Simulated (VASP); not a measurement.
# MgO (P6_3mc) in VASP: further runs

The runs below take MgO through single point, with PBEsol, PBE.

Everything below comes from runs of VASP 6.6.1. Logs are shortened: lines on timing, memory, paths and dates and some standing lists are left out, and cuts for length are marked.

### Step 1. The cell of the first run

The structure is hexagonal, space group P6_3mc (No. 186). The conventional cell has a = 3.315 Å, b = 3.315 Å, c = 5.118 Å, α = 90.00°, β = 90.00°, γ = 120.00°. Within 2.6 Å of Mg (site symmetry 3m) lie 4 O at 1.99 to 2.01 Å. Within 2.6 Å of O (site symmetry 3m) lie 4 Mg at 1.99 to 2.01 Å.

### Step 2. Single point, PBEsol

Input file INCAR:

```
PREC = Accurate
ENCUT = 520
EDIFF = 1E-6
ISMEAR = 0
SIGMA = 0.02
LREAL = False
LASPH = True
NELM = 100
ALGO = Normal
ISIF = 2
LWAVE = False
LCHARG = True
GGA = PS
LELF = True
LVHAR = True
NBANDS = 16
```

Input file KPOINTS:

```
regular mesh
0
Gamma
  12 12 6
```

Input file POSCAR:

```
MgO
1.0
    3.3150785077      0.0000000000      0.0000000000
   -1.6575392538      2.8709422032      0.0000000000
    0.0000000000      0.0000000000      5.1182377532
Mg O
2 2
Direct
    0.3333333333      0.6666666667      0.0061939067
    0.6666666667      0.3333333333      0.5061939067
    0.3333333333      0.6666666667      0.3984060833
    0.6666666667      0.3333333333      0.8984060833
```

Potentials or basis: VASP PAW PBE potentials, release 64 (Mg, O).

On the command line:

```
$ cat potpaw_PBE.64/Mg/POTCAR potpaw_PBE.64/O/POTCAR > POTCAR
$ mpirun -np 1 vasp_std > vasp.out
```

OUTCAR:

```text
PREC = Accurate
   ENCUT = 520
   EDIFF = 1E-6
   ISMEAR = 0
   LREAL = False
   LASPH = True
   NELM = 100
   ISIF = 2
   GGA = PS

 ion  position               nearest neighbor table
   1  0.333  0.667  0.006-   4 1.99   4 1.99   4 1.99   3 2.01   2 3.20   2 3.20   2 3.20   2 3.20
                             2 3.20   2 3.20
   2  0.667  0.333  0.506-   3 1.99   3 1.99   3 1.99   4 2.01   1 3.20   1 3.20   1 3.20   1 3.20
                             1 3.20   1 3.20
   3  0.333  0.667  0.398-   2 1.99   2 1.99   2 1.99   1 2.01
   4  0.667  0.333  0.898-   1 1.99   1 1.99   1 1.99   2 2.01

  LATTYP: Found a hexagonal cell.
 ALAT       =     3.3150785077
 C/A-ratio  =     1.5439265590

  Lattice vectors:

 A1 = (   3.3150785077,   0.0000000000,   0.0000000000)
 A2 = (  -1.6575392538,   2.8709422032,   0.0000000000)
 A3 = (   0.0000000000,   0.0000000000,   5.1182377532)

Analysis of symmetry for initial positions (statically):
=====================================================================
 Subroutine PRICEL returns:
 Original cell was already a primitive cell.

 Routine SETGRP: Setting up the symmetry group for a
 hexagonal supercell.

 Subroutine GETGRP returns: Found 12 space group operations
 (whereof  6 operations were pure point group operations)
 out of a pool of 24 trial point group operations.

The static configuration has the point symmetry C_3v.
 The point group associated with its full space group is C_6v.

Analysis of symmetry for dynamics (positions and initial velocities):
=====================================================================
 Subroutine PRICEL returns:
 Original cell was already a primitive cell.

 Routine SETGRP: Setting up the symmetry group for a
 hexagonal supercell.

 Subroutine GETGRP returns: Found 12 space group operations
 (whereof  6 operations were pure point group operations)
 out of a pool of 24 trial point group operations.

The dynamic configuration has the point symmetry C_3v.
 The point group associated with its full space group is C_6v.

 Subroutine INISYM returns: Found 12 space group operations
 (whereof  6 operations are pure point group operations),
 and found     1 'primitive' translations

----------------------------------------------------------------------------------------

[... 85 lines left out ...]
   NGXF,Y,Z  is equivalent  to a cutoff of  28.08, 28.08, 25.98 a.u.
 SYSTEM =  unknown system
   PREC   = accura    normal or accurate (medium, high low for compatibility)
   ISTART =      0    job   : 0-new  1-cont  2-samecut
   ICHARG =      2    charge: 1-file 2-atom 10-const
   ISPIN  =      1    spin polarized calculation?
   LNONCOLLINEAR =      F non collinear calculations
   LSORBIT =      F    spin-orbit coupling
   LASPH  =      T    aspherical Exc in radial PAW
   ENCUT  =  520.0 eV  38.22 Ry    6.18 a.u.   6.16  6.16  9.52*2*pi/ulx,y,z
   NELM   =    100;   NELMIN=  2; NELMDL= -5     # of ELM steps
   EDIFF  = 0.1E-05   stopping-criterion for ELM
   LREAL  =      F    real-space projection
[... 7 lines left out ...]
   TEBEG  =    0.0;   TEEND  =   0.0 temperature during run
   PSTRESS=    0.0 pullay stress
   NELECT =      16.0000    total number of electrons
   NUPDOWN=      -1.0000    fix difference up-down
   EMIN   =  10.00;   EMAX   =-10.00  energy-range for DOS
   EFERMI =   0.00;   METHOD = LEGACY
   ISMEAR =     0;   SIGMA  =   0.02  broadening in eV -4-tet -1-fermi 0-gaus
   EFERMI_NEDOS =   21; number of points for ismear=-14 and -15
   IALGO  =     38    algorithm
   IMIX   =      4    mixing-type and parameters
     AMIX     =   0.40;   BMIX     =  1.00
     AMIX_MAG =   1.60;   BMIX_MAG =  1.00
  volume/ion in A,a.u.               =      12.18        82.18
  Fermi-wavevector in a.u.,A,eV,Ry     =   1.129541  2.134523 17.359162  1.275862
  Thomas-Fermi vector in A             =   2.266235
   LORBIT       =      0    0 simple, 1 ext, 2 COOP (PROOUT), +10 PAW based schemes
   GGA     = PS    functional components
   LHFCALC =     F    Hartree Fock is set to
   AEXX    =    0.0000 exact exchange contribution
   IVDW    =     0    specifies the selected vdW correction
   LEPSILON=     F    determine dielectric tensor
   LRPA    =     F    only Hartree local field effects (RPA)
 non-spin polarized calculation
 Gauss-broadening in eV      SIGMA  =   0.02
  energy-cutoff  :      520.00
  volume of cell :       48.71
 maximum number of plane-waves:      1339
 NGX is ok and might be reduce to    28
   NGX = 13   NGY = 13   NGZ = 19

 number of electron      16.0000002 magnetization

 Free energy of the ion-electron system (eV)
  ---------------------------------------------------
  ext. energy  EPLUGINS =         0.00000000
  ---------------------------------------------------
  free energy    TOTEN  =       -24.53826261 eV

  energy without entropy =      -24.53826261  energy(sigma->0) =      -24.53826261

 E-fermi :   0.9279     XC(G=0):  -9.8408

 val. band max:        0.7641819558   @ k =   0.0000   0.0000   0.0000
 cond. band min:       4.0402703638   @ k =   0.0000   0.0000   0.0000
 fundamental gap:      3.2760884080
 Fermi energy:         0.9278765156

 k-point     1 :       0.0000    0.0000    0.0000
  band No.  band energies     occupation
      1     -15.2364      2.00000
      2     -14.4964      2.00000
      3      -2.4213      2.00000
      4       0.1529      2.00000
      5       0.1529      2.00000
      6       0.4508      2.00000
[... 433 lines left out ...]
      3      -1.9055      2.00000
      4      -1.4585      2.00000
      5      -0.8583      2.00000
      6      -0.2245      2.00000
[... 8 lines left out ...]
     15      15.0929      0.00000
     16      16.1317      0.00000

 [... further k-points ...]
[... 5 lines left out ...]
  --------------------------------------------------------------------------------------
  -------------------------------------------------------------------------------------
  Total       -0.9290875     -0.9290875     -0.9675942     -0.0000000     -0.0000000     -0.0000000
  in kB      -30.5582512    -30.5582512    -31.8247596     -0.0000000     -0.0000000     -0.0000000
  external PRESSURE =     -30.9804207 kB  Pullay stress =       0.0000000 kB

 VOLUME and BASIS-vectors are now :
 -----------------------------------------------------------------------------
  energy-cutoff  :      520.00
  volume of cell :       48.71
      direct lattice vectors                 reciprocal lattice vectors
     3.315078508  0.000000000  0.000000000     0.301651981  0.174158853  0.000000000
    -1.657539254  2.870942203  0.000000000     0.000000000  0.348317705  0.000000000
     0.000000000  0.000000000  5.118237753     0.000000000  0.000000000  0.195379748

 POSITION                                       TOTAL-FORCE (eV/Angst)
 -----------------------------------------------------------------------------------
     -0.00000      1.91396      0.03170        -0.000000      0.000000      0.004741
      1.65754      0.95698      2.59082         0.000000     -0.000000      0.004741
     -0.00000      1.91396      2.03914         0.000000      0.000000     -0.004741
      1.65754      0.95698      4.59826        -0.000000      0.000000     -0.004741
 -----------------------------------------------------------------------------------
    total drift:                               -0.000000     -0.000000     -0.001140

  FREE ENERGIE OF THE ION-ELECTRON SYSTEM (eV)
  ---------------------------------------------------
  free  energy   TOTEN  =       -24.5382626085 eV

  energy  without entropy=      -24.5382626085  energy(sigma->0) =      -24.53826261
```

stdout:

```text
POSCAR found type information on POSCAR MgO
 POSCAR found :  2 types and       4 ions
 scaLAPACK will be used
 -----------------------------------------------------------------------------
|                                                                             |
|                                                                             |
|     You enforced a specific xc type in the INCAR file but a different       |
|     I HOPE YOU KNOW WHAT YOU ARE DOING!                                     |
|                                                                             |
 -----------------------------------------------------------------------------

 LDA part: xc-table for (Slater+PW92), standard interpolation
 POSCAR, INCAR and KPOINTS ok, starting setup
 FFT: planning ... GRIDC
 FFT: planning ... GRID_SOFT
 FFT: planning ... GRID
 WAVECAR not read
 entering main loop
```

Wall time 2.2 min (1 thread of Intel Xeon 8259CL, shared host); peak memory 0.21 GiB.

What came out:

```
Free energy            : -24.5383 eV
Pressure               : -3.1 GPa
Largest force          : 0.005 eV/Å
Band gap on the k mesh : 3.28 eV
```

Forces in eV/Å, atoms in the order of the input:
```
Mg   0.000  0.000  0.005
Mg   0.000  0.000  0.005
O    0.000  0.000 -0.005
O    0.000  0.000 -0.005
```

Stress tensor (GPa, compression positive):
```
-3.06  0.00  0.00
 0.00 -3.06  0.00
 0.00  0.00 -3.18
```

Caveat: the cell stands under tension; the PAW data sets were made with another functional, which shifts forces and pressure a little. A k mesh can miss the band edges.

### Step 3. Single point, PBE (12.54 Å³/atom)

This run uses another cell than the first one, of 12.54 Å³/atom.

Input file INCAR:

```
  PREC = Accurate
  ENCUT = 520
  EDIFF = 1E-7
  ISMEAR = 0
  SIGMA = 0.02
  LREAL = False
  LASPH = True
  NELM = 60
  ALGO = Normal
  ISIF = 2
  LWAVE = False
  LCHARG = False
  GGA = PE
  NBANDS = 16
```

Input file KPOINTS:

```
Automatic mesh
0
Gamma
  12 12 6
```

Input file POSCAR:

```
MgO
1.0
    3.3390027857      0.0000000000      0.0000000000
   -1.6695013928      2.8916612357      0.0000000000
    0.0000000000      0.0000000000      5.1965098343
Mg O
2 2
Direct
    0.3333333333      0.6666666667      0.0074364196
    0.6666666667      0.3333333333      0.5074364196
    0.3333333333      0.6666666667      0.3971635704
    0.6666666667      0.3333333333      0.8971635704
```

Potentials or basis: VASP PAW PBE potentials, release 64 (Mg, O).

On the command line:

```
$ cat potpaw_PBE.64/Mg/POTCAR potpaw_PBE.64/O/POTCAR > POTCAR
$ mpirun -np 1 vasp_std > vasp.out
```

OUTCAR:

```text
PREC = Accurate
   ENCUT = 520
   EDIFF = 1E-7
   ISMEAR = 0
   LREAL = False
   LASPH = True
   NELM = 60
   ISIF = 2
   GGA = PE

 ion  position               nearest neighbor table
   1  0.333  0.667  0.007-   4 2.01   4 2.01   4 2.01   3 2.03   2 3.24   2 3.24   2 3.24   2 3.24
                             2 3.24   2 3.24
   2  0.667  0.333  0.507-   3 2.01   3 2.01   3 2.01   4 2.03   1 3.24   1 3.24   1 3.24   1 3.24
                             1 3.24   1 3.24
   3  0.333  0.667  0.397-   2 2.01   2 2.01   2 2.01   1 2.03
   4  0.667  0.333  0.897-   1 2.01   1 2.01   1 2.01   2 2.03

  LATTYP: Found a hexagonal cell.
 ALAT       =     3.3390027857
 C/A-ratio  =     1.5563059296

  Lattice vectors:

 A1 = (   3.3390027857,   0.0000000000,   0.0000000000)
 A2 = (  -1.6695013928,   2.8916612357,   0.0000000000)
 A3 = (   0.0000000000,   0.0000000000,   5.1965098343)

Analysis of symmetry for initial positions (statically):
=====================================================================
 Subroutine PRICEL returns:
 Original cell was already a primitive cell.

 Routine SETGRP: Setting up the symmetry group for a
 hexagonal supercell.

 Subroutine GETGRP returns: Found 12 space group operations
 (whereof  6 operations were pure point group operations)
 out of a pool of 24 trial point group operations.

The static configuration has the point symmetry C_3v.
 The point group associated with its full space group is C_6v.

Analysis of symmetry for dynamics (positions and initial velocities):
=====================================================================
 Subroutine PRICEL returns:
 Original cell was already a primitive cell.

 Routine SETGRP: Setting up the symmetry group for a
 hexagonal supercell.

 Subroutine GETGRP returns: Found 12 space group operations
 (whereof  6 operations were pure point group operations)
[... 121 lines left out ...]
   EFERMI =   0.00;   METHOD = LEGACY
   ISMEAR =     0;   SIGMA  =   0.02  broadening in eV -4-tet -1-fermi 0-gaus
   EFERMI_NEDOS =   21; number of points for ismear=-14 and -15
   IALGO  =     38    algorithm
   IMIX   =      4    mixing-type and parameters
     AMIX     =   0.40;   BMIX     =  1.00
     AMIX_MAG =   1.60;   BMIX_MAG =  1.00
  volume/ion in A,a.u.               =      12.54        84.65
  Fermi-wavevector in a.u.,A,eV,Ry     =   1.118466  2.113595 17.020433  1.250967
  Thomas-Fermi vector in A             =   2.255097
   LORBIT       =      0    0 simple, 1 ext, 2 COOP (PROOUT), +10 PAW based schemes
   GGA     = PE    functional components
   LHFCALC =     F    Hartree Fock is set to
   AEXX    =    0.0000 exact exchange contribution
   IVDW    =     0    specifies the selected vdW correction
   LEPSILON=     F    determine dielectric tensor
   LRPA    =     F    only Hartree local field effects (RPA)
 non-spin polarized calculation
 Gauss-broadening in eV      SIGMA  =   0.02
  energy-cutoff  :      520.00
  volume of cell :       50.17
 maximum number of plane-waves:      1375
 NGX is ok and might be reduce to    28
   NGX = 13   NGY = 13   NGZ = 19

 number of electron      16.0000002 magnetization

 Free energy of the ion-electron system (eV)
  ---------------------------------------------------
  ext. energy  EPLUGINS =         0.00000000
  ---------------------------------------------------
  free energy    TOTEN  =       -23.51855164 eV

  energy without entropy =      -23.51855164  energy(sigma->0) =      -23.51855164

 E-fermi :   0.8421     XC(G=0):  -9.4818

 val. band max:        0.7059499082   @ k =   0.0000   0.0000   0.0000
 cond. band min:       3.9717226809   @ k =   0.0000   0.0000   0.0000
 fundamental gap:      3.2657727727
 Fermi energy:         0.8420942551

 k-point     1 :       0.0000    0.0000    0.0000
  band No.  band energies     occupation
      1     -15.2530      2.00000
      2     -14.5871      2.00000
      3      -2.3279      2.00000
      4       0.1659      2.00000
      5       0.1659      2.00000
      6       0.4443      2.00000
[... 433 lines left out ...]
      3      -1.8210      2.00000
      4      -1.4032      2.00000
      5      -0.8357      2.00000
      6      -0.1998      2.00000
[... 8 lines left out ...]
     15      15.0313      0.00000
     16      15.9705      0.00000

 [... further k-points ...]
[... 5 lines left out ...]
  --------------------------------------------------------------------------------------
  -------------------------------------------------------------------------------------
  Total       -1.0883973     -1.0883973     -1.0949483     -0.0000000      0.0000000      0.0000000
  in kB      -34.7553826    -34.7553826    -34.9645749     -0.0000000      0.0000000      0.0000000
  external PRESSURE =     -34.8251134 kB  Pullay stress =       0.0000000 kB

 VOLUME and BASIS-vectors are now :
 -----------------------------------------------------------------------------
  energy-cutoff  :      520.00
  volume of cell :       50.17
      direct lattice vectors                 reciprocal lattice vectors
     3.339002786  0.000000000  0.000000000     0.299490616  0.172910988  0.000000000
    -1.669501393  2.891661236  0.000000000     0.000000000  0.345821975  0.000000000
     0.000000000  0.000000000  5.196509834     0.000000000  0.000000000  0.192436853

 POSITION                                       TOTAL-FORCE (eV/Angst)
 -----------------------------------------------------------------------------------
     -0.00000      1.92777      0.03864         0.000000      0.000000      0.007824
      1.66950      0.96389      2.63690        -0.000000     -0.000000      0.007824
     -0.00000      1.92777      2.06386         0.000000      0.000000     -0.007824
      1.66950      0.96389      4.66212        -0.000000     -0.000000     -0.007824
 -----------------------------------------------------------------------------------
    total drift:                               -0.000000     -0.000000      0.000485

  FREE ENERGIE OF THE ION-ELECTRON SYSTEM (eV)
  ---------------------------------------------------
  free  energy   TOTEN  =       -23.5185516350 eV

  energy  without entropy=      -23.5185516350  energy(sigma->0) =      -23.51855164
```

stdout:

```text
POSCAR found type information on POSCAR MgO
 POSCAR found :  2 types and       4 ions
 scaLAPACK will be used
 LDA part: xc-table for (Slater+PW92), standard interpolation
 POSCAR, INCAR and KPOINTS ok, starting setup
 FFT: planning ... GRIDC
 FFT: planning ... GRID_SOFT
 FFT: planning ... GRID
 WAVECAR not read
 entering main loop
```

Run time: 2.7 min. Hardware: 1 thread of Intel Xeon 8259CL, shared host; peak memory 0.21 GiB.

Results:

```
Free energy            : -23.5186 eV
Pressure               : -3.5 GPa
Largest force          : 0.008 eV/Å
Band gap on the k mesh : 3.27 eV
```

Forces in eV/Å, atoms in the order of the input:
```
Mg   0.000  0.000  0.008
Mg   0.000  0.000  0.008
O    0.000  0.000 -0.008
O    0.000  0.000 -0.008
```

Caveat: the cell stands under tension. A k mesh can miss the band edges.

### Step 4. Single point, PBE (12.91 Å³/atom)

This run uses another cell than the first one, of 12.91 Å³/atom.

Input file INCAR:

```
ALGO     = Normal         # electronic algorithm
EDIFF    = 1E-6           # SCF threshold, eV
ENCUT    = 520            # plane-wave cutoff, eV
GGA      = PE             # functional
ISIF     = 2              # what is computed and relaxed
ISMEAR   = 0              # smearing method
LASPH    = True           # aspherical terms in the spheres
LCHARG   = True           # write CHGCAR
LELF     = True           # ELF
LREAL    = False          # projectors in reciprocal space
LVHAR    = True         
LWAVE    = False          # write WAVECAR
NBANDS   = 16             # bands
NELM     = 100            # most SCF steps
PREC     = Accurate       # precision mode
SIGMA    = 0.02           # smearing width, eV
```

Input file KPOINTS:

```
k-points
0
Gamma
  12 12 6
```

Input file POSCAR:

```
MgO
1.0
    3.3648222075      0.0000000000      0.0000000000
   -1.6824111037      2.9140215109      0.0000000000
    0.0000000000      0.0000000000      5.2661074175
Mg O
2 2
Direct
    0.3333333333      0.6666666667      0.0082937579
    0.6666666667      0.3333333333      0.5082937579
    0.3333333333      0.6666666667      0.3963062321
    0.6666666667      0.3333333333      0.8963062321
```

On the command line:

```
$ cat potpaw_PBE.64/Mg/POTCAR potpaw_PBE.64/O/POTCAR > POTCAR
$ mpirun -np 1 vasp_std > vasp.out
```

Run time: 2.4 min. Hardware: 1 thread of Intel Xeon 8259CL, shared host; peak memory 0.21 GiB.

Results (log left out):

- Free energy: -23.4755 eV
- Pressure: -6.2 GPa
- Largest force: 0.009 eV/Å
- Band gap on the k mesh: 3.14 eV

Forces in eV/Å, atoms in the order of the input:
```
Mg   0.000  0.000  0.009
Mg   0.000  0.000  0.009
O    0.000  0.000 -0.009
O    0.000  0.000 -0.009
```

Levels at points of the mesh, in eV from the valence-band top:
| k point | band 6 | band 7 | band 8 | band 9 | band 10 | band 11 |
| --- | --- | --- | --- | --- | --- | --- |
| (0.00, 0.00, 0.00) | -0.23 | -0.23 | 0.00 | 3.14 | 7.97 | 9.53 |
| (0.50, 0.00, 0.00) | -0.99 | -0.68 | -0.36 | 7.60 | 7.66 | 8.73 |
| (0.00, 0.00, 0.50) | -0.36 | -0.36 | -0.36 | 5.50 | 5.50 | 12.34 |
| (0.50, 0.00, 0.50) | -0.69 | -0.61 | -0.61 | 7.11 | 7.11 | 10.23 |

Caveat: the cell stands under tension.

### Step 5. Summary

```csv
level,cell,gap on the mesh (eV),pressure (GPa),largest force (eV/Å)
PBEsol,"a = 3.315, b = 3.315, c = 5.118 Å, angles 90.0, 90.0, 120.0°, 4 atoms, atomic positions A",3.28,-3.1,-
PBE,"a = 3.339, b = 3.339, c = 5.197 Å, angles 90.0, 90.0, 120.0°, 4 atoms, atomic positions B",3.27,-3.5,0.01
PBE,"a = 3.365, b = 3.365, c = 5.266 Å, angles 90.0, 90.0, 120.0°, 4 atoms, atomic positions C",3.14,-6.2,0.01
```

Alike in all rows: task single point; potentials or basis VASP PAW PBE potentials, release 64 (Mg, O); no spin polarisation; k mesh 12 × 12 × 6; cutoff (eV) 520; smearing gaussian 0.02 eV.

Caveats: the cell stands under tension; the PAW data sets were made with another functional, which shifts forces and pressure a little (at least some runs).

Total energies depend on the potentials used, so only differences within one code and one set of settings carry meaning.
